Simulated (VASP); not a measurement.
Wanted: the native input for a VASP 6.6.1 run.

```
Task                   : single point
Functional             : revPBE
Potentials or basis    : VASP PAW PBE potentials, release 64 (Ni)
Cutoff                 : 520 eV
k mesh                 : 13 × 13 × 13
Occupations            : fermi-dirac, width 0.05 eV
Spin                   : collinear spin, ferromagnetic start
Starting moments       : [1.0] μB
Dipole correction      : no
Further INCAR settings : ALGO = Normal; EDIFF = 1e-06; NBANDS = 15
```

The structure of Ni lies in POSCAR:

```
Ni
1.0
   -1.3837154700      1.3837154700      1.3837154700
    1.3837154700     -1.3837154700      1.3837154700
    1.3837154700      1.3837154700     -1.3837154700
Ni
1
Direct
    0.0000000000      0.0000000000      0.0000000000
```

These files were run (other wordings do the same):

INCAR

```
  PREC = Accurate
  ENCUT = 520
  EDIFF = 1E-6
  ISMEAR = -1
  SIGMA = 0.05
  LREAL = False
  LASPH = True
  NELM = 150
  ALGO = Normal
  ISIF = 2
  LWAVE = False
  LCHARG = False
  ISPIN = 2
  MAGMOM = 1
  LORBIT = 11
  LMAXMIX = 4
  GGA = RE
  NBANDS = 15
```

KPOINTS

```
regular mesh
0
Gamma
  13 13 13
```

Potentials or basis: VASP PAW PBE potentials, release 64 (Ni).

Launch:

```console
$ cat potpaw_PBE.64/Ni/POTCAR > POTCAR
$ mpirun -np 1 vasp_std > vasp.out
```

It gave:

```
Pressure                                              : 11.8 GPa
Net moment                                            : 0.58 μB per cell
Site moments                                          : Ni +0.59 μB
Valence electrons inside the program's atomic spheres : Ni 9.36
```

Caveat: the PAW data sets were made with another functional, which shifts forces and pressure a little.

It took 14 s on 1 thread of AMD EPYC 9R45 96-Core Processor (Zen 5), on a shared host, peak memory 0.11 GiB.
